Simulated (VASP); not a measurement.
# ZrS2 (P-3m1) in VASP: G0W0 quasiparticle levels with PBE

Aim: the G0W0 quasiparticle levels of ZrS2 with PBE.

All numbers are computed with VASP 6.6.1; they aren't measurements. Logs are shortened: lines on timing, memory, paths and dates and some standing lists are left out, and cuts for length are marked.

## (1) The cell of the first run

The structure is trigonal, space group P-3m1 (No. 164). The conventional cell has a = 3.674 Å, b = 3.674 Å, c = 5.857 Å, α = 90.00°, β = 90.00°, γ = 120.00°. Zr (site symmetry -3m) has 6 S at 2.57 Å within 3.4 Å. Within 3.4 Å of S (site symmetry 3m) lie 3 Zr at 2.57 Å.

## (2) G0W0 quasiparticle levels, PBE

POSCAR reads:

```
ZrS2
1.0
    3.6743613682      0.0000000000      0.0000000000
   -1.8371806841      3.1820902876      0.0000000000
    0.0000000000      0.0000000000      5.8571357017
Zr S
1 2
Direct
    0.0000000000      0.0000000000      0.0000000000
    0.6666666667      0.3333333333      0.7537647210
    0.3333333333      0.6666666667      0.2462352790
```

INCAR.step1 reads:

```
ALGO     = Normal         # electronic algorithm
EDIFF    = 1E-8           # SCF threshold, eV
ENCUT    = 500            # plane-wave cutoff, eV
GGA      = PE             # functional
ISMEAR   = 0              # smearing method
LASPH    = True           # aspherical terms in the spheres
LCHARG   = False          # write CHGCAR
LREAL    = False          # projectors in reciprocal space
LWAVE    = True           # write WAVECAR
NELM     = 80             # most SCF steps
PREC     = Accurate       # precision mode
SIGMA    = 0.01           # smearing width, eV
```

INCAR.step2 reads:

```
ALGO     = Exact          # electronic algorithm
EDIFF    = 1E-8           # SCF threshold, eV
ENCUT    = 500            # plane-wave cutoff, eV
GGA      = PE             # functional
ISMEAR   = 0              # smearing method
ISTART   = 1            
LASPH    = True           # aspherical terms in the spheres
LCHARG   = False          # write CHGCAR
LOPTICS  = True           # frequency-dependent dielectric function
LREAL    = False          # projectors in reciprocal space
LWAVE    = True           # write WAVECAR
NBANDS   = 216            # bands
NELM     = 1              # most SCF steps
PREC     = Accurate       # precision mode
SIGMA    = 0.01           # smearing width, eV
```

INCAR.step3 reads:

```
ALGO     = EVGW0          # electronic algorithm
EDIFF    = 1E-8           # SCF threshold, eV
ENCUT    = 500            # plane-wave cutoff, eV
ENCUTGW  = 120.0          # cutoff of the response function
GGA      = PE             # functional
ISMEAR   = 0              # smearing method
ISTART   = 1            
LASPH    = True           # aspherical terms in the spheres
LCHARG   = False          # write CHGCAR
LREAL    = False          # projectors in reciprocal space
LWAVE    = False          # write WAVECAR
NBANDS   = 216            # bands
NBANDSGW = 20           
NELMGW   = 1            
NOMEGA   = 96             # frequency points
OMEGAMAX = 20           
PREC     = Accurate       # precision mode
PRECFOCK = Fast         
SIGMA    = 0.01           # smearing width, eV
```

KPOINTS reads:

```
k-points
0
Gamma
  6 6 2
```

Potentials or basis: VASP PAW PBE potentials, release 64 (Zr_sv_GW, S_GW).

Started as:

```
$ cat potpaw_PBE.64/Zr_sv_GW/POTCAR potpaw_PBE.64/S_GW/POTCAR > POTCAR
$ cp INCAR.step1 INCAR
$ mpirun -np 1 vasp_std > vasp.out
$ cp INCAR.step2 INCAR
$ mpirun -np 1 vasp_std > vasp.out
$ cp INCAR.step3 INCAR
$ mpirun -np 1 vasp_std > vasp.out
```

OUTCAR:

```text
EDIFF = 1E-8
   ENCUT = 500
   ENCUTGW = 120.0
   GGA = PE
   ISMEAR = 0
   ISTART = 1
   LASPH = True
   LREAL = False
   NELMGW = 1
   PREC = Accurate
   PRECFOCK = Fast

 ion  position               nearest neighbor table
   1  0.000  0.000  0.000-
   2  0.667  0.333  0.754-
   3  0.333  0.667  0.246-

  LATTYP: Found a hexagonal cell.
 ALAT       =     3.6743613682
 C/A-ratio  =     1.5940554330

  Lattice vectors:

 A1 = (   3.6743613682,   0.0000000000,   0.0000000000)
 A2 = (  -1.8371806841,   3.1820902876,   0.0000000000)
 A3 = (   0.0000000000,   0.0000000000,   5.8571357017)

Analysis of symmetry for initial positions (statically):
=====================================================================
 Subroutine PRICEL returns:
 Original cell was already a primitive cell.

 Routine SETGRP: Setting up the symmetry group for a
 hexagonal supercell.

 Subroutine GETGRP returns: Found 12 space group operations
 (whereof 12 operations were pure point group operations)
 out of a pool of 24 trial point group operations.

The static configuration has the point symmetry D_3d.

Analysis of symmetry for dynamics (positions and initial velocities):
=====================================================================
 Subroutine PRICEL returns:
 Original cell was already a primitive cell.

 Routine SETGRP: Setting up the symmetry group for a
 hexagonal supercell.

 Subroutine GETGRP returns: Found 12 space group operations
 (whereof 12 operations were pure point group operations)
 out of a pool of 24 trial point group operations.

The dynamic configuration has the point symmetry D_3d.

 Subroutine INISYM returns: Found 12 space group operations
 (whereof 12 operations are pure point group operations),
 and found     1 'primitive' translations

----------------------------------------------------------------------------------------

                                     Primitive cell

  volume of cell :      68.4825

  direct lattice vectors                    reciprocal lattice vectors
     3.674361368  0.000000000  0.000000000     0.272156138  0.157129420  0.000000000
    -1.837180684  3.182090288  0.000000000     0.000000000  0.314258839  0.000000000
     0.000000000  0.000000000  5.857135702     0.000000000  0.000000000  0.170731916
[... 46 lines left out ...]
  0.500000  0.000000  0.000000      3.000000
  0.166667  0.166667  0.000000      6.000000
  0.333333  0.166667  0.000000     12.000000
  0.333333  0.333333  0.000000      2.000000
  0.000000  0.000000  0.500000      1.000000
  0.166667  0.000000  0.500000      6.000000
  0.333333 -0.000000  0.500000      6.000000
  0.500000  0.000000  0.500000      3.000000
  0.166667  0.166667  0.500000      6.000000
  0.333333  0.166667  0.500000     12.000000
  0.333333  0.333333  0.500000      2.000000
   k-points           NKPTS =     14   k-points in BZ     NKDIM =     72   number of bands    NBANDS=    216
   number of dos      NEDOS =    301   number of ions     NIONS =      3
   total plane-waves  NPLWV =  37632
   dimension x,y,z NGX =    28 NGY =   28 NGZ =   48
   dimension x,y,z NGXF=    56 NGYF=   56 NGZF=   96
   ions per type =               1   2
   NGX,Y,Z   is equivalent  to a cutoff of  12.67, 12.67, 13.62 a.u.
   NGXF,Y,Z  is equivalent  to a cutoff of  25.34, 25.34, 27.25 a.u.
 SYSTEM =  unknown system
   PREC   = accura    normal or accurate (medium, high low for compatibility)
   ISTART =      1    job   : 0-new  1-cont  2-samecut
   ICHARG =      0    charge: 1-file 2-atom 10-const
   ISPIN  =      1    spin polarized calculation?
   LNONCOLLINEAR =      F non collinear calculations
   LSORBIT =      F    spin-orbit coupling
   LASPH  =      T    aspherical Exc in radial PAW
   ENCUT  =  500.0 eV  36.75 Ry    6.06 a.u.   6.70  6.70 10.68*2*pi/ulx,y,z
   NELM   =     60;   NELMIN=  2; NELMDL=  0     # of ELM steps
   EDIFF  = 0.1E-07   stopping-criterion for ELM
   LREAL  =      F    real-space projection
   EDIFFG = 0.1E-06   stopping-criterion for IOM
   NSW    =      0    number of steps for IOM
   IBRION =     -1    ionic relax: 0-MD 1-quasi-New 2-CG
   NFREE  =      0    steps in history (QN), initial steepest desc. (CG)
   ISIF   =      0    stress and relaxation
   ISYM   =      3    0-nonsym 1-usesym 2-fastsym
   POTIM  = 0.5000    time-step for ionic-motion
   TEBEG  =    0.0;   TEEND  =   0.0 temperature during run
   PSTRESS=    0.0 pullay stress
   NELECT =      24.0000    total number of electrons
   NUPDOWN=      -1.0000    fix difference up-down
   EMIN   =  10.00;   EMAX   =-10.00  energy-range for DOS
   EFERMI =   0.00;   METHOD = LEGACY
   ISMEAR =     0;   SIGMA  =   0.01  broadening in eV -4-tet -1-fermi 0-gaus
   EFERMI_NEDOS =   21; number of points for ismear=-14 and -15
   IALGO  =     38    algorithm
   IMIX   =      4    mixing-type and parameters
     AMIX     =   0.40;   BMIX     =  1.00
     AMIX_MAG =   1.60;   BMIX_MAG =  1.00
  volume/ion in A,a.u.               =      22.83       154.05
  Fermi-wavevector in a.u.,A,eV,Ry     =   1.154211  2.181143 18.125735  1.332204
  Thomas-Fermi vector in A             =   2.290850
   LORBIT       =      0    0 simple, 1 ext, 2 COOP (PROOUT), +10 PAW based schemes
   GGA     = PE    functional components
   LHFCALC =     T    Hartree Fock is set to
   PRECFOCK=fast      Normal, Fast or Accurate (Low or Medium for compatibility)
   ENCUT4O =  -1.0   cutoff for four orbital integrals eV
   NKREDX  =     1    reduce k-point grid by
   NKREDY  =     1    reduce k-point grid by
   NKREDZ  =     1    reduce k-point grid by
   AEXX    =    1.0000 exact exchange contribution
   HFSCREEN=    0.0000 screening length (either q_TF or 0.3 A-1)
   HFSCREENC=   0.0000 screening length for correlation (either q_TF or 0.3 A-1)
   ENCUTFOCK=  -1.0 apply spherical cutoff to Coloumb kernel
   IVDW    =     0    specifies the selected vdW correction
   LEPSILON=     F    determine dielectric tensor
   LRPA    =     F    only Hartree local field effects (RPA)
   LRPAFORCE           =     F    calculate RPA forces
   ENCUTGW             = 120.0    cutoff for response function in eV
   ENCUTGWSOFT         =  96.0    soft cutoff for Coulomb kernel in GW response function in eV
   ENCUTLF             =  -1.0    cutoff for local field effects
   NELMGW              =     1    number of iterations in solving QP/BSE equation
   NELMHF              =     1    number of iterations in the inner HF iteration
   NKREDLFX            =     1    NKREDLFY  =   1   NKREDLFZ  =   1
 non-spin polarized calculation
 Gauss-broadening in eV      SIGMA  =   0.01
  energy-cutoff  :      500.00
  volume of cell :       68.48
 maximum number of plane-waves:      1785
 NGX is ok and might be reduce to    28
  NGX = 16; NGY = 16; NGZ = 28
   NGX = 13   NGY = 13   NGZ = 21
 maximum number of plane-waves:       218
 NGX is ok and might be reduce to    14

 QP shifts <psi_nk| G(iteration)W_0 |psi_nk>: iteration 1
 for sc-GW calculations column KS-energies equals QP-energies in previous step
 and V_xc(KS)=  KS-energies - (<T + V_ion + V_H > + <T+V_H+V_ion>^1  + <V_x>^1)

 k-point   1 :       0.0000    0.0000    0.0000
  band No.  KS-energies  QP-energies   sigma(KS)   V_xc(KS)     V^pw_x(r,r')   Z            occupation Imag(sigma)

      1     -44.4359     -44.9267     -21.5369     -20.6818     -34.2679       0.5739       2.0000       0.9345
      2     -22.5072     -23.2038     -20.3965     -19.3172     -27.5480       0.6454       2.0000       0.5529
      3     -22.3529     -23.0945     -20.6288     -19.4964     -27.5967       0.6550       2.0000       0.4047
      4     -22.3529     -23.0945     -20.6288     -19.4964     -27.5967       0.6550       2.0000       0.4047
      5      -8.1378      -8.3224     -13.5147     -13.2035     -21.2370       0.5934       2.0000       1.0872
      6      -6.6358      -6.9626     -14.5839     -14.0780     -21.4793       0.6459       2.0000       0.8742
[... 311 lines left out ...]
      6      -6.8431      -7.1140     -14.4974     -14.0623     -21.5159       0.6227       2.0000       0.8660
[... 12 lines left out ...]
     19      13.1942      13.4960     -10.8152     -11.2205      -5.3225       0.7444       0.0000      -0.3355
     20      13.1942      13.4960     -10.8152     -11.2205      -5.3225       0.7444       0.0000      -0.3355
```

OUTCAR.step1:

```text
EDIFF = 1E-8
   ENCUT = 500
   GGA = PE
   ISMEAR = 0
[... 480 lines left out ...]
      0.00000      0.00000      0.00000         0.000000      0.000000      0.000000
      1.83718      1.06070      4.41490        -0.000000      0.000000     -0.024886
     -0.00000      2.12139      1.44223         0.000000      0.000000      0.024886
 -----------------------------------------------------------------------------------
    total drift:                                0.000000     -0.000000     -0.000000

  FREE ENERGIE OF THE ION-ELECTRON SYSTEM (eV)
  ---------------------------------------------------
  free  energy   TOTEN  =       -23.1294886245 eV

  energy  without entropy=      -23.1294886245  energy(sigma->0) =      -23.12948862
```

Wall time 16 min (1 thread of Intel Xeon 6975P-C (Granite Rapids), shared host); peak memory 1.3 GiB.

What came out:

| Property | Result |
| --- | --- |
| Quasiparticle gap | 1.75 eV |
| Least direct quasiparticle gap | 2.50 eV |
| Band gap of the starting levels on the mesh | 0.88 eV |
| Least direct gap of the starting levels on the mesh | 1.49 eV |

Caveat: the k points lie up to 0.54 Å⁻¹ apart; bands, screening cutoff and mesh are small and nothing is extrapolated, so the quasiparticle values aren't converged.
